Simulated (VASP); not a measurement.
# Os (P6_3/mmc) in VASP: notebook

Runs on Os. Level: r2SCAN. Tasks: electric field gradients.

Everything below comes from runs of VASP 6.6.1. Logs are shortened: lines on timing, memory, paths and dates and some standing lists are left out, and cuts for length are marked.

## 1. The cell of the first run

It takes space group P6_3/mmc (No. 194, hexagonal). The conventional cell has a = 2.709 Å, b = 2.709 Å, c = 4.268 Å, α = 90.00°, β = 90.00°, γ = 120.00°. Within 3.5 Å of Os (site symmetry -6m2) lie 12 Os at 2.65 to 2.71 Å.

## 2. Electric field gradients, r2SCAN (13.56 Å³/atom)

Contents of POSCAR:

```
Os
1.0
    2.7090197602      0.0000000000      0.0000000000
   -1.3545098801      2.3460799317      0.0000000000
    0.0000000000      0.0000000000      4.2678433467
Os
2
Direct
    0.3333333333      0.6666666667      0.2500000000
    0.6666666667      0.3333333333      0.7500000000
```

Contents of INCAR.step1:

```
PREC = Accurate ; ENCUT = 580
ISMEAR = -1 ; SIGMA = 0.05
LREAL = False ; LASPH = True
NELM = 120 ; NBANDS = 15
GGA = PE ; ALGO = Normal
EDIFF = 1E-5 ; LWAVE = True
LCHARG = False ; GGA_COMPAT = False
```

Contents of INCAR.step2:

```
PREC = Accurate ; ENCUT = 580
EDIFF = 1E-8 ; ISMEAR = -1
SIGMA = 0.05 ; LREAL = False
LASPH = True ; NELM = 120
ALGO = Normal ; ISIF = 2
LWAVE = False ; LCHARG = False
METAGGA = R2SCAN ; LMIXTAU = True
LEFG = True ; NBANDS = 15
ISTART = 1 ; GGA_COMPAT = False
```

Contents of KPOINTS:

```
Automatic mesh
0
Gamma
  15 15 9
```

Potentials or basis: VASP PAW PBE potentials, release 64 (Os).

Launch:

```console
cat potpaw_PBE.64/Os/POTCAR > POTCAR
cp INCAR.step1 INCAR
mpirun -np 1 vasp_std > vasp.out
cp INCAR.step2 INCAR
mpirun -np 1 vasp_std > vasp.out
```

OUTCAR:

```text
PREC = Accurate
   ENCUT = 580
   EDIFF = 1E-8
   ISMEAR = -1
   LREAL = False
   LASPH = True
   NELM = 120
   ISIF = 2
   METAGGA = R2SCAN
   ISTART = 1

 ion  position               nearest neighbor table
   1  0.333  0.667  0.250-   2 2.65   2 2.65   2 2.65   2 2.65   2 2.65   2 2.65
   2  0.667  0.333  0.750-   1 2.65   1 2.65   1 2.65   1 2.65   1 2.65   1 2.65

  LATTYP: Found a hexagonal cell.
 ALAT       =     2.7090197602
 C/A-ratio  =     1.5754197918

  Lattice vectors:

 A1 = (   2.7090197602,   0.0000000000,   0.0000000000)
 A2 = (  -1.3545098801,   2.3460799317,   0.0000000000)
 A3 = (   0.0000000000,   0.0000000000,   4.2678433467)

Analysis of symmetry for initial positions (statically):
=====================================================================
 Subroutine PRICEL returns:
 Original cell was already a primitive cell.

 Routine SETGRP: Setting up the symmetry group for a
 hexagonal supercell.

 Subroutine GETGRP returns: Found 24 space group operations
 (whereof 12 operations were pure point group operations)
 out of a pool of 24 trial point group operations.

The static configuration has the point symmetry D_3d.
 The point group associated with its full space group is D_6h.

Analysis of symmetry for dynamics (positions and initial velocities):
=====================================================================
 Subroutine PRICEL returns:
 Original cell was already a primitive cell.

 Routine SETGRP: Setting up the symmetry group for a
 hexagonal supercell.

 Subroutine GETGRP returns: Found 24 space group operations
 (whereof 12 operations were pure point group operations)
 out of a pool of 24 trial point group operations.

The dynamic configuration has the point symmetry D_3d.
 The point group associated with its full space group is D_6h.

 Subroutine INISYM returns: Found 24 space group operations
 (whereof 12 operations are pure point group operations),
 and found     1 'primitive' translations

----------------------------------------------------------------------------------------

                                     Primitive cell

  volume of cell :      27.1246

  direct lattice vectors                    reciprocal lattice vectors
     2.709019760  0.000000000  0.000000000     0.369137211  0.213121468  0.000000000
    -1.354509880  2.346079932  0.000000000     0.000000000  0.426242937  0.000000000
     0.000000000  0.000000000  4.267843347     0.000000000  0.000000000  0.234310381

  length of vectors
     2.709019760  2.709019760  4.267843347     0.426242937  0.426242937  0.234310381

  position of ions in fractional coordinates (direct lattice)
     0.333333333  0.666666667  0.250000000
     0.666666667  0.333333333  0.750000000

  ion indices of the primitive-cell ions
   primitive index   ion index
                 1           1
                 2           2

----------------------------------------------------------------------------------------

 KPOINTS: Automatic mesh

Automatic generation of k-mesh.
 Grid dimensions read from file:
 generate k-points for:   15   15    9

 Generating k-lattice:

  Cartesian coordinates                     Fractional coordinates (reciprocal lattice)
     0.024609147  0.014208098  0.000000000     0.066666667  0.000000000  0.000000000
     0.000000000  0.028416196  0.000000000     0.000000000  0.066666667  0.000000000
     0.000000000  0.000000000  0.026034487     0.000000000  0.000000000  0.111111111

  Length of vectors
     0.028416196  0.028416196  0.026034487

  Shift w.r.t. Gamma in fractional coordinates (k-lattice)
     0.000000000  0.000000000  0.000000000

 Subroutine IBZKPT returns following result:
 ===========================================

 Found    135 irreducible k-points:

 Following reciprocal coordinates:
            Coordinates               Weight
  0.000000  0.000000  0.000000      1.000000
  0.066667  0.000000  0.000000      6.000000
  0.133333  0.000000  0.000000      6.000000
  0.200000  0.000000  0.000000      6.000000
  0.266667  0.000000  0.000000      6.000000
  0.333333 -0.000000  0.000000      6.000000
[... 16 lines left out ...]
  0.333333  0.200000  0.000000     12.000000
  0.400000  0.200000  0.000000      6.000000
 [... further k-points ...]
   k-points           NKPTS =    135   k-points in BZ     NKDIM =    135   number of bands    NBANDS=     15
   number of dos      NEDOS =    301   number of ions     NIONS =      2
   total plane-waves  NPLWV =  20736
   dimension x,y,z NGX =    24 NGY =   24 NGZ =   36
   dimension x,y,z NGXF=    48 NGYF=   48 NGZF=   72
   ions per type =               2
   NGX,Y,Z   is equivalent  to a cutoff of  14.73, 14.73, 14.02 a.u.
   NGXF,Y,Z  is equivalent  to a cutoff of  29.46, 29.46, 28.05 a.u.
 SYSTEM =  unknown system
   PREC   = accura    normal or accurate (medium, high low for compatibility)
   ISTART =      1    job   : 0-new  1-cont  2-samecut
   ICHARG =      0    charge: 1-file 2-atom 10-const
   ISPIN  =      1    spin polarized calculation?
   LNONCOLLINEAR =      F non collinear calculations
   LSORBIT =      F    spin-orbit coupling
   LASPH  =      T    aspherical Exc in radial PAW
   ENCUT  =  580.0 eV  42.63 Ry    6.53 a.u.   5.32  5.32  8.38*2*pi/ulx,y,z
   NELM   =    120;   NELMIN=  2; NELMDL=  0     # of ELM steps
   EDIFF  = 0.1E-07   stopping-criterion for ELM
   LREAL  =      F    real-space projection
   EDIFFG = 0.1E-06   stopping-criterion for IOM
   NSW    =      0    number of steps for IOM
   IBRION =     -1    ionic relax: 0-MD 1-quasi-New 2-CG
   NFREE  =      0    steps in history (QN), initial steepest desc. (CG)
   ISIF   =      2    stress and relaxation
   ISYM   =      2    0-nonsym 1-usesym 2-fastsym
   POTIM  = 0.5000    time-step for ionic-motion
   TEBEG  =    0.0;   TEEND  =   0.0 temperature during run
   PSTRESS=    0.0 pullay stress
   NELECT =      16.0000    total number of electrons
   NUPDOWN=      -1.0000    fix difference up-down
   EMIN   =  10.00;   EMAX   =-10.00  energy-range for DOS
   EFERMI =   0.00;   METHOD = LEGACY
   ISMEAR =    -1;   SIGMA  =   0.05  broadening in eV -4-tet -1-fermi 0-gaus
   EFERMI_NEDOS =   21; number of points for ismear=-14 and -15
   IALGO  =     38    algorithm
   IMIX   =      4    mixing-type and parameters
     AMIX     =   0.40;   BMIX     =  1.00
     AMIX_MAG =   1.60;   BMIX_MAG =  1.00
  volume/ion in A,a.u.               =      13.56        91.52
  Fermi-wavevector in a.u.,A,eV,Ry     =   1.372968  2.594533 25.647533  1.885040
  Thomas-Fermi vector in A             =   2.498527
   LORBIT       =      0    0 simple, 1 ext, 2 COOP (PROOUT), +10 PAW based schemes
   METAGGA = R2SCAN    functional components
   LHFCALC =     F    Hartree Fock is set to
   AEXX    =    0.0000 exact exchange contribution
   IVDW    =     0    specifies the selected vdW correction
   LEPSILON=     F    determine dielectric tensor
   LRPA    =     F    only Hartree local field effects (RPA)
 non-spin polarized calculation
  energy-cutoff  :      580.00
  volume of cell :       27.12
 maximum number of plane-waves:       876
 NGX is ok and might be reduce to    24
   NGX = 11   NGY = 11   NGZ = 17

 number of electron      16.0000001 magnetization

 Free energy of the ion-electron system (eV)
  ---------------------------------------------------
  ext. energy  EPLUGINS =         0.00000000
  ---------------------------------------------------
  free energy    TOTEN  =      -105.96729303 eV

  energy without entropy =     -105.95988407  energy(sigma->0) =     -105.96358855

 E-fermi :   9.7357     XC(G=0): -15.5960

 val. band max:        9.7114806319   @ k =   0.2667   0.0000   0.2222
 cond. band min:       9.7396236155   @ k =   0.1333   0.0000   0.3333
 fundamental gap:      0.0281429835
 Fermi energy:         9.7357454028

 k-point     1 :       0.0000    0.0000    0.0000
  band No.  band energies     occupation
      1      -1.9840      2.00000
      2       1.2939      2.00000
      3       6.4114      2.00000
      4       6.4114      2.00000
      5       6.7347      2.00000
      6       7.3341      2.00000
      7       7.3341      2.00000
      8       8.0006      2.00000
      9       8.0006      2.00000
     10       9.7919      0.49085
     11      11.5751      0.00000
     12      11.5751      0.00000
     13      19.7387      0.00000
     14      24.4823      0.00000
     15      27.3937      0.00000

 k-point     2 :       0.0667    0.0000    0.0000
  band No.  band energies     occupation
      1      -1.7890      2.00000
      2       1.4662      2.00000
      3       6.0115      2.00000
      4       6.5835      2.00000
      5       7.0749      2.00000
      6       7.2222      2.00000
      7       7.4948      2.00000
      8       7.7554      2.00000
      9       7.8608      2.00000
     10       8.9555      2.00000
     11      11.6736      0.00000
     12      12.7060      0.00000
     13      19.7284      0.00000
     14      24.8894      0.00000
     15      27.6463      0.00000

 k-point     3 :       0.1333    0.0000    0.0000
  band No.  band energies     occupation
      1      -1.2286      2.00000
      2       1.9297      2.00000
      3       5.4446      2.00000
      4       6.8099      2.00000
      5       6.8853      2.00000
      6       7.0905      2.00000
      7       7.5074      2.00000
      8       7.6243      2.00000
      9       7.9658      2.00000
     10       8.2474      2.00000
     11      11.9088      0.00000
     12      14.5242      0.00000
     13      19.6521      0.00000
     14      25.9377      0.00000
     15      28.2306      0.00000
[... 343 lines left out ...]
 k-point    23 :       0.3333    0.2000    0.0000
  band No.  band energies     occupation
      1       2.7856      2.00000
      2       3.0626      2.00000
      3       3.1890      2.00000
      4       5.0937      2.00000
      5       5.6699      2.00000
      6       6.7013      2.00000
      7       7.7630      2.00000
      8      10.7384      0.00000
      9      12.0601      0.00000
     10      12.2109      0.00000
     11      14.5202      0.00000
     12      17.1185      0.00000
     13      19.2351      0.00000
     14      21.2444      0.00000
     15      24.0672      0.00000

 k-point    24 :       0.4000    0.2000    0.0000
  band No.  band energies     occupation
      1       2.6709      2.00000
      2       3.0722      2.00000
      3       3.1659      2.00000
      4       5.4151      2.00000
      5       5.7101      2.00000
      6       6.5449      2.00000
      7       7.9725      2.00000
      8      11.3236      0.00000
      9      11.9785      0.00000
     10      12.2054      0.00000
     11      15.2511      0.00000
     12      16.0289      0.00000
     13      18.6750      0.00000
     14      21.9679      0.00000
     15      24.6865      0.00000

 [... further k-points ...]

------------------------ aborting loop because EDIFF is reached ----------------------------------------

  FORCE on cell =-STRESS in cart. coord.  units (eV):
  Direction    XX          YY          ZZ          XY          YZ          ZX
  --------------------------------------------------------------------------------------
  -------------------------------------------------------------------------------------
  Total        2.6562278      2.6562278      3.1839488     -0.0000000      0.0000000      0.0000000
  in kB      156.8962120    156.8962120    188.0672649     -0.0000000      0.0000000      0.0000000
  external PRESSURE =     167.2865630 kB  Pullay stress =       0.0000000 kB

 VOLUME and BASIS-vectors are now :
 -----------------------------------------------------------------------------
  energy-cutoff  :      580.00
  volume of cell :       27.12
      direct lattice vectors                 reciprocal lattice vectors
     2.709019760  0.000000000  0.000000000     0.369137211  0.213121468  0.000000000
    -1.354509880  2.346079932  0.000000000     0.000000000  0.426242937  0.000000000
     0.000000000  0.000000000  4.267843347     0.000000000  0.000000000  0.234310381

 POSITION                                       TOTAL-FORCE (eV/Angst)
 -----------------------------------------------------------------------------------
     -0.00000      1.56405      1.06696        -0.000000      0.000000      0.000000
      1.35451      0.78203      3.20088         0.000000     -0.000000      0.000000
 -----------------------------------------------------------------------------------
    total drift:                               -0.000000      0.000000     -0.000000

  FREE ENERGIE OF THE ION-ELECTRON SYSTEM (eV)
  ---------------------------------------------------
  free  energy   TOTEN  =      -105.9672930326 eV

  energy  without entropy=     -105.9598840675  energy(sigma->0) =     -105.96358855

 Electric field gradients (V/A^2)
---------------------------------------------------------------------
 ion       V_xx      V_yy      V_zz      V_xy      V_xz      V_yz
---------------------------------------------------------------------
   1      43.888    43.889   -87.777     0.000     0.000    -0.000
   2      43.888    43.889   -87.777     0.000    -0.000     0.000
---------------------------------------------------------------------

 Electric field gradients after diagonalization (V/A^2)
 (convention: |V_zz| > |V_xx| > |V_yy|)
----------------------------------------------------------------------
 ion       V_xx      V_yy      V_zz     asymmetry (V_yy - V_xx)/ V_zz
----------------------------------------------------------------------
   1      43.889    43.888   -87.777       0.000
   2      43.889    43.888   -87.777       0.000
----------------------------------------------------------------------

           NMR quadrupolar parameters

 Cq : quadrupolar parameter    Cq=e*Q*V_zz/h
 eta: asymmetry parameters     (V_yy - V_xx)/ V_zz
 Q  : nuclear electric quadrupole moment in mb (millibarn)
----------------------------------------------------------------------
 ion       Cq(MHz)       eta       Q (mb)
----------------------------------------------------------------------
   1      -0.212       0.000       1.000
   2      -0.212       0.000       1.000
----------------------------------------------------------------------
```

It took 88 s on 1 thread of Intel Xeon 6975P-C (Granite Rapids), shared host; peak memory 0.2 GiB.

Results:

| Item | Value |
| --- | --- |
| Free energy | -105.9673 eV |
| Pressure | 16.7 GPa |
| Band gap on the k mesh | zero (bands 8 and 9 overlap by 4.14 eV) |
| Largest electric field gradient by atom | Os -87.8 V/Å² |

Electric field gradients, principal values (V/Å²):
```tsv
atom	least	middle	greatest (by size)
1 Os	43.888	43.889	-87.777
2 Os	43.888	43.889	-87.777
```

Caveat: the cell stands under pressure; without QUAD_EFG the Cq values of the log hold for a quadrupole moment of 1 mb, not for the nuclei; the PAW data sets were made with another functional, which shifts forces and pressure a little; spin-orbit coupling is left out, which moves the levels of the heavy elements.

(Part 1 of 3 ends here.)
